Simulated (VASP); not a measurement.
A run of VASP 6.6.1:

Contents of INCAR:

```
SYSTEM = Si
ALGO = Normal ; DIPOL = 0.5 0.5 0.500
EDIFF = 1E-6 ; ENCUT = 520
GGA = PE ; IDIPOL = 3
ISIF = 2 ; ISMEAR = -1
LASPH = .True. ; LCHARG = .False.
LDIPOL = .True. ; LREAL = .False.
LWAVE = .False. ; NBANDS = 18
NELM = 60 ; PREC = Accurate
SIGMA = 0.05
```

KPOINTS

```
k-points
0
Gamma
  14 14 1
  0 0 0
```

POSCAR

```
Si
1.0
    2.7375048443      0.0000000000      0.0000000000
   -1.3687524222      2.3707487382      0.0000000000
    0.0000000000      0.0000000000     24.9407000000
Si
5
Direct
    0.8333333330      0.1666666670      0.3207617795
    0.1666666670      0.8333333330      0.4103808895
    0.5000000000      0.5000000000      0.5000000000
    0.8333333330      0.1666666670      0.5896191105
    0.1666666670      0.8333333330      0.6792382205
```

Potentials or basis: VASP PAW PBE potentials, release 64 (Si).

Run with:

```sh
$ cat potpaw_PBE.64/Si/POTCAR > POTCAR
$ mpirun -np 1 vasp_std > vasp.out
```

Hardware: 1 thread of Intel Xeon 8259CL, on a shared host.

Task: Estimate the wall time of this run.

Result: It took 2.9 min on 1 thread of Intel Xeon 8259CL (shared host), peak memory 0.26 GiB. Counts: scf iterations 24, k points 24.
